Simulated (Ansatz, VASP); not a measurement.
## Two plane-wave programs on ZnTe2O3

```xyz
6
Lattice="2.8912 1.6692 3.0771 -2.8912 1.6692 3.0771 0.0000 -3.3384 3.0771" Properties=species:S:1:pos:R:3 pbc="T T T"
Zn    0.0000    0.0000    0.0000
Te    0.0000    0.0000    6.2126
Te    0.0000    0.0000    3.0186
O    -1.4456    0.8346    1.5385
O     1.4456    0.8346    1.5385
O     0.0000   -1.6692    1.5385
```

Change from the starting cell: species swapped into the Ce2Al3Fe type (R-3m, No. 166).

Alike in both runs: functional PBE; k mesh 6 × 6 × 6; occupations gaussian, width 0.1 eV; no spin polarisation.

Ansatz relaxed the structure, and its values are those at the end. VASP's run is a single point on that final structure, the one shown.

|  | VASP | Ansatz |
| --- | --- | --- |
| version | VASP 6.6.1 | Ansatz 0.2.0 |
| potentials or method | VASP PAW PBE potentials, release 64 (Zn, Te, O), cutoff 520 eV | scalar-relativistic, plane waves, PAW |
| valence electrons in the cell | 42 | 62 |

VASP gave:

* gap on the k mesh at the Fermi level (eV): none
* pressure (GPa): -0.1
* rms of the force components (eV/Å): 0.008

Question: What did Ansatz give for the same quantities?

Answer: gap on the k mesh at the Fermi level (eV): none; pressure (GPa): 0.1; rms of the force components (eV/Å): 0.000.

A gap of «none» marks a metal or a gap that the smearing closes. VASP's potentials hold 42 valence electrons a cell and Ansatz's 62, so a difference there can come from the potentials and not from the codes.

Neither program's run includes spin-orbit coupling.
